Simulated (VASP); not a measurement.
# C (P6_3/mmc) in VASP: notebook

C is run at these levels: revPBE+D4, RPBE+D3(BJ), PBE+D3(BJ); tasks: relaxation of cell and atoms.

All numbers are computed with VASP 6.6.1; they aren't measurements. Logs are shortened: lines on timing, memory, paths and dates and some standing lists are left out, and cuts for length are marked.

## 1. The cell of the first run

Symmetry: P6_3/mmc, No. 194, hexagonal system. Conventional cell: a = 2.522 Å, b = 2.522 Å, c = 12.356 Å, α = 90.00°, β = 90.00°, γ = 120.00°. Within 2.1 Å of C (site symmetry 3m) lie 4 C at 1.54 Å. Within 2.1 Å of C (site symmetry 3m) lie 4 C at 1.54 Å. C (site symmetry 3m) has 4 C at 1.54 Å within 2.1 Å.

## 2. Relaxation of cell and atoms, revPBE+D4

Input file INCAR:

```
SYSTEM = C
ALGO = Normal ; EDIFF = 1E-6
EDIFFG = -0.01 ; ENCUT = 600
GGA = RE ; IBRION = 2
ISIF = 3 ; ISMEAR = -1
IVDW = 13 ; LASPH = .True.
LCHARG = .False. ; LREAL = .False.
LWAVE = .False. ; NELM = 80
NSW = 60 ; PREC = Accurate
SIGMA = 0.05
```

Input file KPOINTS:

```
k-points
0
Gamma
  12 12 3
  0 0 0
```

Input file POSCAR:

```
C
1.0
    2.5221000000      0.0000000000      0.0000000000
   -1.2610500000      2.1842026709      0.0000000000
    0.0000000000      0.0000000000     12.3557000000
C
12
Direct
    0.6666666667      0.3333333333      0.3541700000
    0.3333333333      0.6666666667      0.8541700000
    0.6666666667      0.3333333333      0.1458300000
    0.3333333333      0.6666666667      0.6458300000
    0.6666666667      0.3333333333      0.4791700000
    0.3333333333      0.6666666667      0.9791700000
    0.6666666667      0.3333333333      0.0208300000
    0.3333333333      0.6666666667      0.5208300000
    0.0000000000      0.0000000000      0.8125000000
    0.0000000000      0.0000000000      0.3125000000
    0.0000000000      0.0000000000      0.6875000000
    0.0000000000      0.0000000000      0.1875000000
```

Potentials or basis: VASP PAW PBE potentials, release 64 (C).

Started as:

```console
$ cat potpaw_PBE.64/C/POTCAR > POTCAR
$ mpirun -np 1 vasp_std > vasp.out
```

OUTCAR:

```text
SYSTEM = C
   EDIFF = 1E-6
   EDIFFG = -0.01
   ENCUT = 600
   GGA = RE
   IBRION = 2
   ISIF = 3
   ISMEAR = -1
   IVDW = 13
   LASPH = .True.
   LREAL = .False.
   NELM = 80
   NSW = 60
   PREC = Accurate

 ion  position               nearest neighbor table
   1  0.667  0.333  0.354-   5 1.54  10 1.54  10 1.54  10 1.54
   2  0.333  0.667  0.854-   6 1.54   9 1.54   9 1.54   9 1.54
   3  0.667  0.333  0.146-   7 1.54  12 1.54  12 1.54  12 1.54
   4  0.333  0.667  0.646-   8 1.54  11 1.54  11 1.54  11 1.54
   5  0.667  0.333  0.479-   8 1.54   8 1.54   8 1.54   1 1.54
   6  0.333  0.667  0.979-   7 1.54   7 1.54   7 1.54   2 1.54
   7  0.667  0.333  0.021-   6 1.54   6 1.54   6 1.54   3 1.54
   8  0.333  0.667  0.521-   5 1.54   5 1.54   5 1.54   4 1.54
   9  0.000  0.000  0.812-  11 1.54   2 1.54   2 1.54   2 1.54
  10  0.000  0.000  0.312-  12 1.54   1 1.54   1 1.54   1 1.54
  11  0.000  0.000  0.688-   9 1.54   4 1.54   4 1.54   4 1.54
  12  0.000  0.000  0.188-  10 1.54   3 1.54   3 1.54   3 1.54

  LATTYP: Found a hexagonal cell.
 ALAT       =     2.5221000000
 C/A-ratio  =     4.8989730780

  Lattice vectors:

 A1 = (   2.5221000000,   0.0000000000,   0.0000000000)
 A2 = (  -1.2610500000,   2.1842026709,   0.0000000000)
 A3 = (   0.0000000000,   0.0000000000,  12.3557000000)

Analysis of symmetry for initial positions (statically):
=====================================================================
 Subroutine PRICEL returns:
 Original cell was already a primitive cell.

 Routine SETGRP: Setting up the symmetry group for a
 hexagonal supercell.

 Subroutine GETGRP returns: Found 24 space group operations
 (whereof 12 operations were pure point group operations)
 out of a pool of 24 trial point group operations.

The static configuration has the point symmetry D_3d.
 The point group associated with its full space group is D_6h.

Analysis of symmetry for dynamics (positions and initial velocities):
=====================================================================
 Subroutine PRICEL returns:
 Original cell was already a primitive cell.

 Routine SETGRP: Setting up the symmetry group for a
 hexagonal supercell.

 Subroutine GETGRP returns: Found 24 space group operations
 (whereof 12 operations were pure point group operations)
 out of a pool of 24 trial point group operations.

The dynamic configuration has the point symmetry D_3d.
 The point group associated with its full space group is D_6h.

 Subroutine INISYM returns: Found 24 space group operations
 (whereof 12 operations are pure point group operations),
 and found     1 'primitive' translations

----------------------------------------------------------------------------------------

                                     Primitive cell

  volume of cell :      68.0648

  direct lattice vectors                    reciprocal lattice vectors
     2.522100000  0.000000000  0.000000000     0.396494984  0.228916486  0.000000000
    -1.261050000  2.184202671  0.000000000     0.000000000  0.457832972  0.000000000
     0.000000000  0.000000000 12.355700000     0.000000000  0.000000000  0.080934306

  length of vectors
     2.522100000  2.522100000 12.355700000     0.457832972  0.457832972  0.080934306

  position of ions in fractional coordinates (direct lattice)
     0.666666667  0.333333333  0.354170000
     0.333333333  0.666666667  0.854170000
     0.666666667  0.333333333  0.145830000
     0.333333333  0.666666667  0.645830000
     0.666666667  0.333333333  0.479170000
     0.333333333  0.666666667  0.979170000
     0.666666667  0.333333333  0.020830000
     0.333333333  0.666666667  0.520830000
     0.000000000  0.000000000  0.812500000
     0.000000000  0.000000000  0.312500000
     0.000000000  0.000000000  0.687500000
     0.000000000  0.000000000  0.187500000

  ion indices of the primitive-cell ions
   primitive index   ion index
                 1           1
                 2           2
                 3           3
                 4           4
                 5           5
                 6           6
                 7           7
                 8           8
                 9           9
                10          10
                11          11
                12          12

----------------------------------------------------------------------------------------

 KPOINTS: k-points

Automatic generation of k-mesh.
 Grid dimensions read from file:
 generate k-points for:   12   12    3

 Generating k-lattice:

  Cartesian coordinates                     Fractional coordinates (reciprocal lattice)
     0.033041249  0.019076374  0.000000000     0.083333333  0.000000000  0.000000000
     0.000000000  0.038152748  0.000000000     0.000000000  0.083333333  0.000000000
     0.000000000  0.000000000  0.026978102     0.000000000  0.000000000  0.333333333

  Length of vectors
     0.038152748  0.038152748  0.026978102

  Shift w.r.t. Gamma in fractional coordinates (k-lattice)
     0.000000000  0.000000000  0.000000000

 Subroutine IBZKPT returns following result:
 ===========================================

 Found     38 irreducible k-points:

 Following reciprocal coordinates:
            Coordinates               Weight
  0.000000  0.000000  0.000000      1.000000
  0.083333  0.000000  0.000000      6.000000
  0.166667  0.000000  0.000000      6.000000
  0.250000  0.000000  0.000000      6.000000
  0.333333  0.000000  0.000000      6.000000
  0.416667  0.000000  0.000000      6.000000
[... 16 lines left out ...]
  0.250000  0.000000  0.333333     12.000000
  0.333333  0.000000  0.333333     12.000000
 [... further k-points ...]
   k-points           NKPTS =     38   k-points in BZ     NKDIM =     38   number of bands    NBANDS=     31
   number of dos      NEDOS =    301   number of ions     NIONS =     12
   total plane-waves  NPLWV =  40000
   dimension x,y,z NGX =    20 NGY =   20 NGZ =  100
   dimension x,y,z NGXF=    40 NGYF=   40 NGZF=  200
   ions per type =              12
   NGX,Y,Z   is equivalent  to a cutoff of  13.18, 13.18, 13.45 a.u.
   NGXF,Y,Z  is equivalent  to a cutoff of  26.37, 26.37, 26.91 a.u.
 SYSTEM =  C
   PREC   = accura    normal or accurate (medium, high low for compatibility)
   ISTART =      0    job   : 0-new  1-cont  2-samecut
   ICHARG =      2    charge: 1-file 2-atom 10-const
   ISPIN  =      1    spin polarized calculation?
   LNONCOLLINEAR =      F non collinear calculations
   LSORBIT =      F    spin-orbit coupling
   LASPH  =      T    aspherical Exc in radial PAW
   ENCUT  =  600.0 eV  44.10 Ry    6.64 a.u.   5.04  5.04 24.68*2*pi/ulx,y,z
   NELM   =     80;   NELMIN=  2; NELMDL= -5     # of ELM steps
   EDIFF  = 0.1E-05   stopping-criterion for ELM
   LREAL  =      F    real-space projection
   EDIFFG = -.1E-01   stopping-criterion for IOM
   NSW    =     60    number of steps for IOM
   IBRION =      2    ionic relax: 0-MD 1-quasi-New 2-CG
   NFREE  =      1    steps in history (QN), initial steepest desc. (CG)
   ISIF   =      3    stress and relaxation
   ISYM   =      2    0-nonsym 1-usesym 2-fastsym
   POTIM  = 0.5000    time-step for ionic-motion
   TEBEG  =    0.0;   TEEND  =   0.0 temperature during run
   PSTRESS=    0.0 pullay stress
   NELECT =      48.0000    total number of electrons
   NUPDOWN=      -1.0000    fix difference up-down
   EMIN   =  10.00;   EMAX   =-10.00  energy-range for DOS
   EFERMI =   0.00;   METHOD = LEGACY
   ISMEAR =    -1;   SIGMA  =   0.05  broadening in eV -4-tet -1-fermi 0-gaus
   EFERMI_NEDOS =   21; number of points for ismear=-14 and -15
   IALGO  =     38    algorithm
   IMIX   =      4    mixing-type and parameters
     AMIX     =   0.40;   BMIX     =  1.00
     AMIX_MAG =   1.60;   BMIX_MAG =  1.00
  volume/ion in A,a.u.               =       5.67        38.28
  Fermi-wavevector in a.u.,A,eV,Ry     =   1.457184  2.753678 28.890408  2.123385
  Thomas-Fermi vector in A             =   2.574015
   LORBIT       =      0    0 simple, 1 ext, 2 COOP (PROOUT), +10 PAW based schemes
   GGA     = RE    functional components
   LHFCALC =     F    Hartree Fock is set to
   AEXX    =    0.0000 exact exchange contribution
   IVDW    =    13    specifies the selected vdW correction
   LEPSILON=     F    determine dielectric tensor
   LRPA    =     F    only Hartree local field effects (RPA)
 conjugate gradient relaxation of ions
 non-spin polarized calculation
  energy-cutoff  :      600.00
  volume of cell :       68.06
 maximum number of plane-waves:      2301
   NGX = 11   NGY = 11   NGZ = 49

--------------------------------------- Ionic step        1  -------------------------------------------

 number of electron      48.0000000 magnetization

 Free energy of the ion-electron system (eV)
  ---------------------------------------------------
  ext. energy  EPLUGINS =         0.00000000
  ---------------------------------------------------
  free energy    TOTEN  =      -104.20083234 eV

  energy without entropy =     -104.20083234  energy(sigma->0) =     -104.20083234

------------------------ aborting loop because EDIFF is reached ----------------------------------------

  DFT-D4 for vdW energy calculation

  Edisp (eV):   -5.98983

  FORCE on cell =-STRESS in cart. coord.  units (eV):
  Direction    XX          YY          ZZ          XY          YZ          ZX
  --------------------------------------------------------------------------------------
  -------------------------------------------------------------------------------------
  Total      -3.85674    -3.85674    -0.36974     0.00000     0.00000     0.00000
  in kB     -90.78390   -90.78390    -8.70329     0.00000     0.00000     0.00000
  external pressure =      -63.42 kB  Pullay stress =        0.00 kB
[... 331 lines left out ...]
  energy  without entropy=     -110.2286446640  energy(sigma->0) =     -110.22864466

--------------------------------------- Ionic step        8  -------------------------------------------

 number of electron      48.0000000 magnetization

 Free energy of the ion-electron system (eV)
  ---------------------------------------------------
  ext. energy  EPLUGINS =         0.00000000
  ---------------------------------------------------
  free energy    TOTEN  =      -104.15804428 eV

  energy without entropy =     -104.15804428  energy(sigma->0) =     -104.15804428

 E-fermi :  11.0523     XC(G=0): -13.2646

 val. band max:       10.1269965996   @ k =   0.0000   0.0000   0.0000
 cond. band min:      14.6030615124   @ k =   0.3333   0.0000   0.0000
 fundamental gap:      4.4760649128
 Fermi energy:        11.0522679869

 k-point     1 :       0.0000    0.0000    0.0000
  band No.  band energies     occupation
      1     -11.7127      2.00000
      2     -10.9808      2.00000
      3     -10.9059      2.00000
      4      -8.7174      2.00000
      5      -8.6592      2.00000
      6      -5.9350      2.00000
[... 805 lines left out ...]
     30      17.8768      0.00000
     31      17.9560      0.00000

 [... further k-points ...]

------------------------ aborting loop because EDIFF is reached ----------------------------------------

  DFT-D4 for vdW energy calculation

  Edisp (eV):   -6.07063

  FORCE on cell =-STRESS in cart. coord.  units (eV):
  Direction    XX          YY          ZZ          XY          YZ          ZX
  --------------------------------------------------------------------------------------
  -------------------------------------------------------------------------------------
  Total      -0.00003    -0.00003    -0.01607     0.00000     0.00000     0.00000
  in kB      -0.00070    -0.00070    -0.38396     0.00000     0.00000     0.00000
  external pressure =       -0.13 kB  Pullay stress =        0.00 kB
[... 27 lines left out ...]
  FREE ENERGIE OF THE ION-ELECTRON SYSTEM (eV)
  ---------------------------------------------------
  free  energy   TOTEN  =      -110.2286701502 eV

  energy  without entropy=     -110.2286701501  energy(sigma->0) =     -110.22867015

 reached required accuracy - stopping structural energy minimisation
```

It took 10 min on 1 thread of Intel Xeon 8259CL, shared host; peak memory 0.22 GiB.

What came out:

- Free energy: -110.2287 eV
- Relaxed volume: 5.59 Å³/atom
- Relaxed cell: a = 2.504 Å, b = 2.504 Å, c = 12.350 Å, α = 90.00°, β = 90.00°, γ = 120.00°
- Space group after relaxing (to 0.1 Å): P6_3/mmc (No. 194)
- Energy gained by relaxing: 3.2 meV/atom
- Ionic steps: 8
- Pressure after relaxing: 0.0 GPa
- Largest force after relaxing: 0.003 eV/Å
- Band gap on the k mesh: 4.48 eV (least direct gap 5.42 eV)
- Dispersion energy per atom: -0.506 eV

Forces in eV/Å, atoms in the order of the input:
```
C    0.000  0.000  0.001
C    0.000  0.000  0.001
C    0.000  0.000 -0.001
C    0.000  0.000 -0.001
C    0.000  0.000  0.001
C    0.000  0.000  0.001
C    0.000  0.000 -0.001
C    0.000  0.000 -0.001
C    0.000  0.000  0.003
C    0.000  0.000  0.003
C    0.000  0.000 -0.003
C    0.000  0.000 -0.003
```

Step by step:
```csv
step,energy change (eV),largest force (eV/Å),pressure (GPa),volume (Å³)
1,0.0000,0.3354,-6.34,68.06
2,0.0139,0.4642,8.51,65.87
3,-0.0373,0.1018,0.19,67.05
4,-0.0363,0.1485,0.02,67.07
5,-0.0380,0.0318,0.13,67.06
6,-0.0380,0.0299,0.13,67.06
7,-0.0380,0.0178,-0.10,67.09
8,-0.0380,0.0033,-0.01,67.08
```

Final structure:
```
CELL_PARAMETERS angstrom
2.50432 0.00000 0.00000
-1.25216 2.16881 0.00000
0.00000 0.00000 12.34958
ATOMIC_POSITIONS crystal
C 0.66667 0.33333 0.35490
C 0.33333 0.66667 0.85490
C 0.66667 0.33333 0.14510
C 0.33333 0.66667 0.64510
C 0.66667 0.33333 0.47923
C 0.33333 0.66667 0.97923
C 0.66667 0.33333 0.02077
C 0.33333 0.66667 0.52077
C 0.00000 0.00000 0.81311
C 0.00000 0.00000 0.31311
C 0.00000 0.00000 0.68689
C 0.00000 0.00000 0.18689
```

Levels at points of the mesh, in eV from the valence-band top:
```csv
k point,band 21,band 22,band 23,band 24,band 25,band 26,band 27,band 28
"(0.00, 0.00, 0.00)",-0.99,-0.16,0.00,0.00,5.42,5.42,5.55,6.53
"(0.50, 0.00, 0.00)",-4.14,-4.10,-3.68,-2.96,4.65,5.25,5.31,5.64
```

Caveat: the PAW data sets were made with another functional, which shifts forces and pressure a little.

## 3. Relaxation of cell and atoms, RPBE+D3(BJ)

Input file INCAR:

```
PREC = Accurate ; ENCUT = 600
EDIFF = 1E-7 ; ISMEAR = -1
SIGMA = 0.05 ; LREAL = False
LASPH = True ; NELM = 60
ALGO = Normal ; ISIF = 3
LWAVE = False ; LCHARG = False
GGA = RP ; IVDW = 12
IBRION = 2 ; NSW = 60
EDIFFG = -0.01
```

Input file KPOINTS:

```
regular mesh
0
Gamma
  12 12 3
```

POSCAR is that of step 2.

Potentials or basis: VASP PAW PBE potentials, release 64 (C).

Started as:

```console
$ cat potpaw_PBE.64/C/POTCAR > POTCAR
$ mpirun -np 1 vasp_std > vasp.out
```

It took 11 min on 1 thread of Intel Xeon 8259CL, shared host; peak memory 0.26 GiB.

It converged, with:

| Property | Result |
| --- | --- |
| Free energy | -110.3866 eV |
| Relaxed volume | 5.53 Å³/atom |
| Relaxed cell | a = 2.496 Å, b = 2.496 Å, c = 12.309 Å, α = 90.00°, β = 90.00°, γ = 120.00° |
| Space group after relaxing (to 0.1 Å) | P6_3/mmc (No. 194) |
| Energy gained by relaxing | 6.2 meV/atom |
| Ionic steps | 8 |
| Pressure after relaxing | 0.0 GPa |
| Band gap on the k mesh | 4.50 eV (least direct gap 5.44 eV) |
| Dispersion energy per atom | -0.599 eV |

Step by step:
| step | energy change (eV) | largest force (eV/Å) | pressure (GPa) | volume (Å³) |
| --- | --- | --- | --- | --- |
| 1 | 0.0000 | 0.3303 | -10.56 | 68.06 |
| 2 | 0.0349 | 0.5032 | 14.57 | 64.44 |
| 3 | -0.0734 | 0.1103 | 0.10 | 66.40 |
| 4 | -0.0734 | 0.1061 | 0.33 | 66.37 |
| 5 | -0.0721 | 0.1570 | 0.20 | 66.38 |
| 6 | -0.0740 | 0.0295 | 0.28 | 66.37 |
| 7 | -0.0740 | 0.0193 | -0.22 | 66.45 |
| 8 | -0.0741 | 0.0013 | -0.01 | 66.41 |

Final structure:
```
CELL_PARAMETERS angstrom
2.49604 0.00000 0.00000
-1.24802 2.16164 0.00000
0.00000 0.00000 12.30911
ATOMIC_POSITIONS crystal
C 0.66667 0.33333 0.35492
C 0.33333 0.66667 0.85492
C 0.66667 0.33333 0.14508
C 0.33333 0.66667 0.64508
C 0.66667 0.33333 0.47923
C 0.33333 0.66667 0.97923
C 0.66667 0.33333 0.02077
C 0.33333 0.66667 0.52077
C 0.00000 0.00000 0.81309
C 0.00000 0.00000 0.31309
C 0.00000 0.00000 0.68691
C 0.00000 0.00000 0.18691
```

Levels at points of the mesh, in eV from the valence-band top:
| k point | band 22 | band 23 | band 24 | band 25 | band 26 | band 27 |
| --- | --- | --- | --- | --- | --- | --- |
| (0.00, 0.00, 0.00) | -0.17 | 0.00 | 0.00 | 5.44 | 5.44 | 5.58 |
| (0.50, 0.00, 0.00) | -4.14 | -3.72 | -2.99 | 4.67 | 5.27 | 5.33 |

Caveat: the PAW data sets were made with another functional, which shifts forces and pressure a little. A k mesh can miss the band edges.

## 4. Relaxation of cell and atoms, PBE+D3(BJ)

Input file INCAR:

```
SYSTEM = C
ALGO = Normal ; EDIFF = 1E-6
EDIFFG = -0.01 ; ENCUT = 600
GGA = PE ; IBRION = 2
ISIF = 3 ; ISMEAR = -1
IVDW = 12 ; LASPH = .True.
LCHARG = .False. ; LREAL = .False.
LWAVE = .False. ; NELM = 60
NSW = 60 ; PREC = Accurate
SIGMA = 0.05
```

Input file KPOINTS:

```
k-points
0
Gamma
  12 12 3
  0 0 0
```

POSCAR is that of step 3.

Started as:

```console
$ cat potpaw_PBE.64/C/POTCAR > POTCAR
$ mpirun -np 1 vasp_std > vasp.out
```

Wall time 5.3 min (1 thread of Intel Xeon Platinum 8259CL at 2.50GHz (Skylake/Cascade Lake), shared host); peak memory 0.26 GiB.

It converged, with:

```yaml
Free_energy: -111.3703 eV
Relaxed_volume: 5.63 Å³/atom
Relaxed_cell: a = 2.510 Å, b = 2.510 Å, c = 12.378 Å, α = 90.00°, β = 90.00°, γ = 120.00°
Space_group_after_relaxing_to_0.1_Å: P6_3/mmc (No. 194)
Energy_gained_by_relaxing: 2.0 meV/atom
Ionic_steps: 7
Pressure_after_relaxing: 0.0 GPa
Band_gap_on_the_k_mesh: 4.47 eV (least direct gap 5.40 eV)
Dispersion_energy_per_atom: -0.193 eV
```

The path:
```csv
step,energy change (eV),largest force (eV/Å),pressure (GPa),volume (Å³)
1,0.0000,0.3319,-3.32,68.06
2,0.0038,0.4108,4.34,66.91
3,-0.0230,0.0876,0.20,67.51
4,-0.0219,0.1581,0.01,67.54
5,-0.0236,0.0210,0.13,67.52
6,-0.0236,0.0109,-0.10,67.56
7,-0.0236,0.0016,-0.02,67.54
```

Final structure:
```
CELL_PARAMETERS angstrom
2.51012 0.00000 0.00000
-1.25506 2.17383 0.00000
0.00000 0.00000 12.37819
ATOMIC_POSITIONS crystal
C 0.66667 0.33333 0.35490
C 0.33333 0.66667 0.85490
C 0.66667 0.33333 0.14510
C 0.33333 0.66667 0.64510
C 0.66667 0.33333 0.47923
C 0.33333 0.66667 0.97923
C 0.66667 0.33333 0.02077
C 0.33333 0.66667 0.52077
C 0.00000 0.00000 0.81312
C 0.00000 0.00000 0.31312
C 0.00000 0.00000 0.68688
C 0.00000 0.00000 0.18688
```

Levels at points of the mesh, in eV from the valence-band top:
| k point | band 21 | band 22 | band 23 | band 24 | band 25 | band 26 | band 27 | band 28 |
| --- | --- | --- | --- | --- | --- | --- | --- | --- |
| (0.00, 0.00, 0.00) | -0.98 | -0.15 | 0.00 | 0.00 | 5.40 | 5.40 | 5.53 | 6.50 |
| (0.50, 0.00, 0.00) | -4.11 | -4.06 | -3.64 | -2.93 | 4.64 | 5.24 | 5.30 | 5.62 |

A k mesh can miss the band edges. Expect the measured gap to be larger: semilocal functionals such as PBE lack the derivative discontinuity.

## 5. Summary

| level | gap on the mesh (eV) | pressure (GPa) | relaxed volume (Å³/atom) |
| --- | --- | --- | --- |
| revPBE+D4 | 4.48 | 0.0 | 5.59 |
| RPBE+D3(BJ) | 4.50 | 0.0 | 5.53 |
| PBE+D3(BJ) | 4.47 | 0.0 | 5.63 |

Alike in all rows: task relaxation of cell and atoms; potentials or basis VASP PAW PBE potentials, release 64 (C); no spin polarisation; cell relaxed; k mesh 12 × 12 × 3; cutoff (eV) 600; smearing fermi-dirac 0.05 eV.

Caveats: the PAW data sets were made with another functional, which shifts forces and pressure a little (at least some runs).

Total energies depend on the potentials used, so only differences within one code and one set of settings carry meaning.
